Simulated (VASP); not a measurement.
# P (Cmce) in VASP: notebook

The runs below take P through single point, with pbe exchange, lda correlation, PBE0, PBE.

Program: VASP 6.6.1. These are calculated values, not measurements. Logs are shortened: lines on timing, memory, paths and dates and some standing lists are left out, and cuts for length are marked.

**1. The cell of the first run**

The structure is orthorhombic, space group Cmce (No. 64). Conventional cell: a = 3.360 Å, b = 11.144 Å, c = 4.633 Å, α = 90.00°, β = 90.00°, γ = 90.00°. Within 3.0 Å of P (site symmetry m) lie 3 P at 2.25 to 2.29 Å.

**2. Single point, pbe exchange, lda correlation (21.69 Å³/atom)**

Input file INCAR:

```
SYSTEM = P
PREC = Accurate ; ENCUT = 500
EDIFF = 1E-6 ; ISMEAR = -1
SIGMA = 0.15 ; LREAL = .FALSE.
LASPH = .TRUE. ; NELM = 120
ALGO = Normal ; ISIF = 2
LWAVE = .FALSE. ; LCHARG = .TRUE.
GGA = LIBXC ; LIBXC1 = GGA_X_PBE
LIBXC2 = LDA_C_PW ; LELF = .TRUE.
LVHAR = .TRUE. ; NBANDS = 18
GGA_COMPAT = .FALSE.
```

Input file KPOINTS:

```
regular mesh
0
G
  8 8 6
  0 0 0
```

Input file POSCAR:

```
P
1.0
    1.6800600174     -5.5722225395      0.0000000000
    1.6800600174      5.5722225395      0.0000000000
    0.0000000000      0.0000000000      4.6327491080
P
4
Direct
    0.9041431300      0.0958568700      0.5888151700
    0.0958568700      0.9041431300      0.4111848300
    0.5958568700      0.4041431300      0.0888151700
    0.4041431300      0.5958568700      0.9111848300
```

Potentials or basis: VASP PAW PBE potentials, release 64 (P).

The run is started by

```
cat potpaw_PBE.64/P/POTCAR > POTCAR
mpirun -np 1 vasp_std > vasp.out
```

OUTCAR:

```text
SYSTEM = P
   PREC = Accurate
   ENCUT = 500
   EDIFF = 1E-6
   ISMEAR = -1
   LREAL = .FALSE.
   LASPH = .TRUE.
   NELM = 120
   ISIF = 2
   GGA = LIBXC

 ion  position               nearest neighbor table
   1  0.904  0.096  0.589-   4 2.25   4 2.25   2 2.29
   2  0.096  0.904  0.411-   3 2.25   3 2.25   1 2.29
   3  0.596  0.404  0.089-   2 2.25   2 2.25   4 2.29
   4  0.404  0.596  0.911-   1 2.25   1 2.25   3 2.29

  LATTYP: Found a base centered orthorhombic cell.
 ALAT       =     3.3601200348
 B/A-ratio  =     3.3166806434
 C/A-ratio  =     1.3787451222

  Lattice vectors:

 A1 = (   1.6800600174,  -5.5722225395,   0.0000000000)
 A2 = (   1.6800600174,   5.5722225395,   0.0000000000)
 A3 = (   0.0000000000,   0.0000000000,   4.6327491080)

Analysis of symmetry for initial positions (statically):
=====================================================================
 Subroutine PRICEL returns:
 Original cell was already a primitive cell.

 Routine SETGRP: Setting up the symmetry group for a
 base centered orthorhombic supercell.

 Subroutine GETGRP returns: Found  8 space group operations
 (whereof  4 operations were pure point group operations)
 out of a pool of  8 trial point group operations.

The static configuration has the point symmetry C_2h.
 The point group associated with its full space group is D_2h.

Analysis of symmetry for dynamics (positions and initial velocities):
=====================================================================
 Subroutine PRICEL returns:
 Original cell was already a primitive cell.

 Routine SETGRP: Setting up the symmetry group for a
 base centered orthorhombic supercell.

 Subroutine GETGRP returns: Found  8 space group operations
 (whereof  4 operations were pure point group operations)
 out of a pool of  8 trial point group operations.

The dynamic configuration has the point symmetry C_2h.
 The point group associated with its full space group is D_2h.

 Subroutine INISYM returns: Found  8 space group operations
 (whereof  4 operations are pure point group operations),
 and found     1 'primitive' translations

----------------------------------------------------------------------------------------

                                     Primitive cell

  volume of cell :      86.7405

  direct lattice vectors                    reciprocal lattice vectors
     1.680060017 -5.572222540  0.000000000     0.297608416 -0.089730802  0.000000000
     1.680060017  5.572222540  0.000000000     0.297608416  0.089730802  0.000000000
     0.000000000  0.000000000  4.632749108     0.000000000  0.000000000  0.215854556

  length of vectors
     5.819988461  5.819988461  4.632749108     0.310841416  0.310841416  0.215854556

  position of ions in fractional coordinates (direct lattice)
     0.904143130  0.095856870  0.588815170
     0.095856870  0.904143130  0.411184830
     0.595856870  0.404143130  0.088815170
     0.404143130  0.595856870  0.911184830

  ion indices of the primitive-cell ions
   primitive index   ion index
                 1           1
                 2           2
                 3           3
                 4           4

----------------------------------------------------------------------------------------

 KPOINTS: regular mesh

Automatic generation of k-mesh.
 Grid dimensions read from file:
 generate k-points for:    8    8    6

 Generating k-lattice:

  Cartesian coordinates                     Fractional coordinates (reciprocal lattice)
     0.037201052 -0.011216350  0.000000000     0.125000000  0.000000000  0.000000000
     0.037201052  0.011216350  0.000000000     0.000000000  0.125000000  0.000000000
     0.000000000  0.000000000  0.035975759     0.000000000  0.000000000  0.166666667

  Length of vectors
     0.038855177  0.038855177  0.035975759

  Shift w.r.t. Gamma in fractional coordinates (k-lattice)
     0.000000000  0.000000000  0.000000000

 Subroutine IBZKPT returns following result:
 ===========================================

 Found     84 irreducible k-points:

 Following reciprocal coordinates:
            Coordinates               Weight
  0.000000  0.000000  0.000000      1.000000
  0.125000  0.000000  0.000000      4.000000
  0.250000  0.000000  0.000000      4.000000
  0.375000 -0.000000  0.000000      4.000000
  0.500000  0.000000  0.000000      2.000000
  0.125000  0.125000  0.000000      2.000000
[... 16 lines left out ...]
  0.125000  0.000000  0.166667      8.000000
  0.250000  0.000000  0.166667      8.000000
 [... further k-points ...]
   k-points           NKPTS =     84   k-points in BZ     NKDIM =     84   number of bands    NBANDS=     18
   number of dos      NEDOS =    301   number of ions     NIONS =      4
   total plane-waves  NPLWV =  63504
   dimension x,y,z NGX =    42 NGY =   42 NGZ =   36
   dimension x,y,z NGXF=    84 NGYF=   84 NGZF=   72
   ions per type =               4
   NGX,Y,Z   is equivalent  to a cutoff of  12.00, 12.00, 12.92 a.u.
   NGXF,Y,Z  is equivalent  to a cutoff of  23.99, 23.99, 25.84 a.u.
 SYSTEM =  P
   PREC   = accura    normal or accurate (medium, high low for compatibility)
   ISTART =      0    job   : 0-new  1-cont  2-samecut
   ICHARG =      2    charge: 1-file 2-atom 10-const
   ISPIN  =      1    spin polarized calculation?
   LNONCOLLINEAR =      F non collinear calculations
   LSORBIT =      F    spin-orbit coupling
   LASPH  =      T    aspherical Exc in radial PAW
   ENCUT  =  500.0 eV  36.75 Ry    6.06 a.u.  10.61 10.61  8.45*2*pi/ulx,y,z
   NELM   =    120;   NELMIN=  2; NELMDL= -5     # of ELM steps
   EDIFF  = 0.1E-05   stopping-criterion for ELM
   LREAL  =      F    real-space projection
   EDIFFG = 0.1E-04   stopping-criterion for IOM
   NSW    =      0    number of steps for IOM
   IBRION =     -1    ionic relax: 0-MD 1-quasi-New 2-CG
   NFREE  =      0    steps in history (QN), initial steepest desc. (CG)
   ISIF   =      2    stress and relaxation
   ISYM   =      2    0-nonsym 1-usesym 2-fastsym
   POTIM  = 0.5000    time-step for ionic-motion
   TEBEG  =    0.0;   TEEND  =   0.0 temperature during run
   PSTRESS=    0.0 pullay stress
   NELECT =      20.0000    total number of electrons
   NUPDOWN=      -1.0000    fix difference up-down
   EMIN   =  10.00;   EMAX   =-10.00  energy-range for DOS
   EFERMI =   0.00;   METHOD = LEGACY
   ISMEAR =    -1;   SIGMA  =   0.15  broadening in eV -4-tet -1-fermi 0-gaus
   EFERMI_NEDOS =   21; number of points for ismear=-14 and -15
   IALGO  =     38    algorithm
   IMIX   =      4    mixing-type and parameters
     AMIX     =   0.40;   BMIX     =  1.00
     AMIX_MAG =   1.60;   BMIX_MAG =  1.00
  volume/ion in A,a.u.               =      21.69       146.34
  Fermi-wavevector in a.u.,A,eV,Ry     =   1.003870  1.897039 13.711340  1.007755
  Thomas-Fermi vector in A             =   2.136450
   LORBIT       =      0    0 simple, 1 ext, 2 COOP (PROOUT), +10 PAW based schemes
   GGA     = LIBXC    functional components
   LHFCALC =     F    Hartree Fock is set to
   AEXX    =    0.0000 exact exchange contribution
   IVDW    =     0    specifies the selected vdW correction
   LEPSILON=     F    determine dielectric tensor
   LRPA    =     F    only Hartree local field effects (RPA)
 non-spin polarized calculation
  energy-cutoff  :      500.00
  volume of cell :       86.74
 maximum number of plane-waves:      2226
   NGX = 21   NGY = 21   NGZ = 17

 number of electron      19.9999998 magnetization

 Free energy of the ion-electron system (eV)
  ---------------------------------------------------
  ext. energy  EPLUGINS =         0.00000000
  ---------------------------------------------------
  free energy    TOTEN  =       -18.11991668 eV

  energy without entropy =      -18.11241506  energy(sigma->0) =      -18.11616587

 E-fermi :   5.2061     XC(G=0):  -8.9058

 val. band max:        5.0725360617   @ k =   0.5000   0.5000   0.0000
 cond. band min:       5.5052211161   @ k =   0.5000   0.5000   0.0000
 fundamental gap:      0.4326850544
 Fermi energy:         5.2061348358

 k-point     1 :       0.0000    0.0000    0.0000
  band No.  band energies     occupation
      1     -10.0709      2.00000
      2      -7.5572      2.00000
      3      -4.4752      2.00000
      4      -1.0939      2.00000
      5      -0.0287      2.00000
      6       0.7547      2.00000
[... 10 lines left out ...]
     17      12.3417      0.00000
     18      12.7349      0.00000

 k-point     2 :       0.1250    0.0000    0.0000
  band No.  band energies     occupation
      1      -9.8905      2.00000
      2      -7.3825      2.00000
      3      -4.5766      2.00000
      4      -0.9403      2.00000
      5      -0.3893      2.00000
      6       0.5306      2.00000
[... 10 lines left out ...]
     17      11.3104      0.00000
     18      12.2982      0.00000

 k-point     3 :       0.2500    0.0000    0.0000
  band No.  band energies     occupation
      1      -9.3565      2.00000
      2      -6.8595      2.00000
      3      -5.0698      2.00000
      4      -1.6807      2.00000
      5      -0.5207      2.00000
      6      -0.3786      2.00000
[... 10 lines left out ...]
     17      10.8306      0.00000
     18      12.1381      0.00000

 k-point     4 :       0.3750   -0.0000    0.0000
  band No.  band energies     occupation
      1      -8.4940      2.00000
      2      -6.1117      2.00000
      3      -5.9934      2.00000
      4      -3.3154      2.00000
      5      -0.4717      2.00000
      6      -0.0500      2.00000
[... 375 lines left out ...]
      4      -1.5518      2.00000
      5      -0.0004      2.00000
      6       1.2198      2.00000
[... 10 lines left out ...]
     17      12.4865      0.00000
     18      12.9065      0.00000

 k-point    23 :       0.1250    0.0000    0.1667
  band No.  band energies     occupation
      1      -9.7611      2.00000
      2      -7.6015      2.00000
      3      -4.4769      2.00000
      4      -1.5361      2.00000
      5      -0.0785      2.00000
      6       0.3933      2.00000
[... 10 lines left out ...]
     17      11.9455      0.00000
     18      12.3613      0.00000

 k-point    24 :       0.2500    0.0000    0.1667
  band No.  band energies     occupation
      1      -9.2314      2.00000
      2      -7.1078      2.00000
      3      -4.8617      2.00000
      4      -2.0442      2.00000
      5      -0.6046      2.00000
      6      -0.2802      2.00000
[... 10 lines left out ...]
     17      10.9372      0.00000
     18      12.1266      0.00000

 [... further k-points ...]
[... 5 lines left out ...]
  --------------------------------------------------------------------------------------
  -------------------------------------------------------------------------------------
  Total        1.5013634      1.6983190      1.8371873      0.0000000     -0.0000000      0.0000000
  in kB       27.7315658     31.3695167     33.9345415      0.0000000     -0.0000000      0.0000000
  external PRESSURE =      31.0118746 kB  Pullay stress =       0.0000000 kB

 VOLUME and BASIS-vectors are now :
 -----------------------------------------------------------------------------
  energy-cutoff  :      500.00
  volume of cell :       86.74
      direct lattice vectors                 reciprocal lattice vectors
     1.680060017 -5.572222540  0.000000000     0.297608416 -0.089730802  0.000000000
     1.680060017  5.572222540  0.000000000     0.297608416  0.089730802  0.000000000
     0.000000000  0.000000000  4.632749108     0.000000000  0.000000000  0.215854556

 POSITION                                       TOTAL-FORCE (eV/Angst)
 -----------------------------------------------------------------------------------
      1.68006     -4.50395      2.72783         0.000000     -0.035376      0.056782
      1.68006      4.50395      1.90492         0.000000      0.035376     -0.056782
      1.68006     -1.06827      0.41146         0.000000      0.035376      0.056782
      1.68006      1.06827      4.22129         0.000000     -0.035376     -0.056782
 -----------------------------------------------------------------------------------
    total drift:                                0.000000     -0.000000      0.000000

  FREE ENERGIE OF THE ION-ELECTRON SYSTEM (eV)
  ---------------------------------------------------
  free  energy   TOTEN  =       -18.1199166766 eV

  energy  without entropy=      -18.1124150606  energy(sigma->0) =      -18.11616587
```

It took 65 s on 1 thread of Intel Xeon 6975P-C (Granite Rapids), shared host; peak memory 0.27 GiB.

What came out:

- Free energy: -18.1199 eV
- Pressure: 3.1 GPa
- Largest force: 0.067 eV/Å
- Band gap on the k mesh: 0.43 eV

Forces in eV/Å, atoms in the order of the input:
```
P    0.000 -0.035  0.057
P    0.000  0.035 -0.057
P    0.000  0.035  0.057
P    0.000 -0.035 -0.057
```

Stress tensor (GPa, compression positive):
```
2.77 0.00 0.00
0.00 3.14 0.00
0.00 0.00 3.39
```

Caveat: the cell stands under pressure; the PAW data sets were made with another functional, which shifts forces and pressure a little.

**3. Single point, PBE0**

This run uses another cell than the first one, of 20.54 Å³/atom.

Input file POSCAR:

```
P
1.0
    1.6598950418     -5.5299063441      0.0000000000
    1.6598950418      5.5299063441      0.0000000000
    0.0000000000      0.0000000000      4.4749280185
P
4
Direct
    0.9056282543      0.0943717457      0.5866454246
    0.0943717457      0.9056282543      0.4133545754
    0.5943717457      0.4056282543      0.0866454246
    0.4056282543      0.5943717457      0.9133545754
```

Input file INCAR.step1:

```
  PREC = Accurate
  ENCUT = 520
  EDIFF = 1E-5
  ISMEAR = -1
  SIGMA = 0.05
  LREAL = False
  LASPH = True
  NELM = 80
  ALGO = Normal
  ISIF = 2
  LWAVE = True
  LCHARG = False
  GGA = PE
  NBANDS = 18
```

Input file INCAR.step2:

```
  PREC = Accurate
  ENCUT = 520
  EDIFF = 1E-6
  ISMEAR = -1
  SIGMA = 0.05
  LREAL = False
  LASPH = True
  NELM = 80
  ALGO = Normal
  ISIF = 2
  LWAVE = False
  LCHARG = False
  GGA = PE
  LHFCALC = True
  AEXX = 0.25
  PRECFOCK = Normal
  ISTART = 1
  NBANDS = 18
```

Input file KPOINTS:

```
Automatic mesh
0
Gamma
  4 4 3
```

Potentials or basis: VASP PAW PBE potentials, release 64 (P).

The run is started by

```
cat potpaw_PBE.64/P/POTCAR > POTCAR
cp INCAR.step1 INCAR
mpirun -np 1 vasp_std > vasp.out
cp INCAR.step2 INCAR
mpirun -np 1 vasp_std > vasp.out
```

Wall time 12 min (1 thread of Intel Xeon 6975P-C (Granite Rapids), shared host); peak memory 0.27 GiB.

It converged, with:

```yaml
Free_energy: -28.0709 eV
Pressure: -0.7 GPa
Largest_force: 0.081 eV/Å
Band_gap_on_the_k_mesh: 1.46 eV
```

Forces in eV/Å, atoms in the order of the input:
```
P    0.000 -0.064  0.050
P    0.000  0.064 -0.050
P    0.000  0.064  0.050
P    0.000 -0.064 -0.050
```

Levels at points of the mesh, in eV from the valence-band top:
```
           k point  band 8  band 9  band 10  band 11  band 12  band 13
(0.00, 0.00, 0.00)   -2.95   -2.82    -1.21     2.18     2.40     3.47
(0.50, 0.00, 0.00)   -3.73   -2.85    -2.85     2.20     2.20     2.88
(0.50, 0.50, 0.00)   -2.66   -1.77     0.00     1.46     2.16     3.70
```

Caveat: the k points lie up to 0.49 Å⁻¹ apart; the PAW data sets were made with another functional, which shifts forces and pressure a little; an odd mesh through Γ misses points on the zone boundary, where band edges can lie.

**4. Single point, PBE**

This run uses another cell than the first one, of 20.46 Å³/atom.

Input file INCAR:

```
  ALGO = Normal
  EDIFF = 1E-6
  ENCUT = 520
  GGA = PE
  ISIF = 2
  ISMEAR = -1
  LASPH = True
  LCHARG = False
  LREAL = False
  LWAVE = False
  NBANDS = 18
  NELM = 100
  PREC = Accurate
  SIGMA = 0.03
```

Input file KPOINTS:

```
k-points
0
Gamma
  4 4 3
```

Input file POSCAR:

```
P
1.0
    1.6477431241     -5.4650377251      0.0000000000
    1.6477431241      5.4650377251      0.0000000000
    0.0000000000      0.0000000000      4.5436355900
P
4
Direct
    0.9041431300      0.0958568700      0.5888151700
    0.0958568700      0.9041431300      0.4111848300
    0.5958568700      0.4041431300      0.0888151700
    0.4041431300      0.5958568700      0.9111848300
```

The run is started by

```
cat potpaw_PBE.64/P/POTCAR > POTCAR
mpirun -np 1 vasp_std > vasp.out
```

Run time: 38 s. Hardware: 1 thread of AMD EPYC 7R43 (Zen 3), shared host; peak memory 0.18 GiB.

It converged, with:

```yaml
Free_energy: -21.3649 eV
Pressure: 1.9 GPa
Largest_force: 0.264 eV/Å
Band_gap_on_the_k_mesh: 0.11 eV
```

Forces in eV/Å, atoms in the order of the input:
```
P    0.000  0.074 -0.254
P    0.000 -0.074  0.254
P    0.000 -0.074 -0.254
P    0.000  0.074  0.254
```

Stress tensor (GPa, compression positive):
```
3.20 0.00 0.00
0.00 1.05 0.00
0.00 0.00 1.42
```

Levels at points of the mesh, in eV from the valence-band top:
| k point | band 7 | band 8 | band 9 | band 10 | band 11 | band 12 | band 13 | band 14 |
| --- | --- | --- | --- | --- | --- | --- | --- | --- |
| (0.00, 0.00, 0.00) | -4.08 | -2.80 | -2.59 | -1.23 | 0.56 | 1.00 | 1.88 | 2.81 |
| (0.50, 0.00, 0.00) | -3.41 | -3.41 | -2.67 | -2.67 | 0.65 | 0.65 | 1.47 | 1.47 |
| (0.50, 0.50, 0.00) | -4.18 | -2.43 | -1.60 | 0.00 | 0.11 | 0.76 | 2.09 | 2.70 |

Caveat: the k points lie up to 0.50 Å⁻¹ apart; an odd mesh through Γ misses points on the zone boundary, where band edges can lie.

**5. Summary**

```tsv
level	cell	k mesh	cutoff (eV)	smearing	grid for exact exchange (PRECFOCK)	share of exact exchange	gap on the mesh (eV)	pressure (GPa)	largest force (eV/Å)
pbe exchange, lda correlation	a = 5.820, b = 5.820, c = 4.633 Å, angles 90.0, 90.0, 146.4°, 4 atoms, atomic positions A	8 × 8 × 6	500	fermi-dirac 0.15 eV	-	-	0.43	3.1	0.07
PBE0	a = 5.774, b = 5.774, c = 4.475 Å, angles 90.0, 90.0, 146.6°, 4 atoms, atomic positions B	4 × 4 × 3	520	fermi-dirac 0.05 eV	Normal	0.25	1.46	-0.7	0.08
PBE	a = 5.708, b = 5.708, c = 4.544 Å, angles 90.0, 90.0, 146.4°, 4 atoms, atomic positions A	4 × 4 × 3	520	fermi-dirac 0.03 eV	-	-	0.11	1.9	0.26
```

Alike in all rows: task single point; potentials or basis VASP PAW PBE potentials, release 64 (P); no spin polarisation.

Caveats: some runs use coarse meshes; the PAW data sets were made with another functional, which shifts forces and pressure a little (at least some runs); an odd mesh through Γ misses points on the zone boundary, where band edges can lie (at least some runs); the cell stands under pressure (at least some runs).

Total energies depend on the potentials used, so only differences within one code and one set of settings carry meaning.
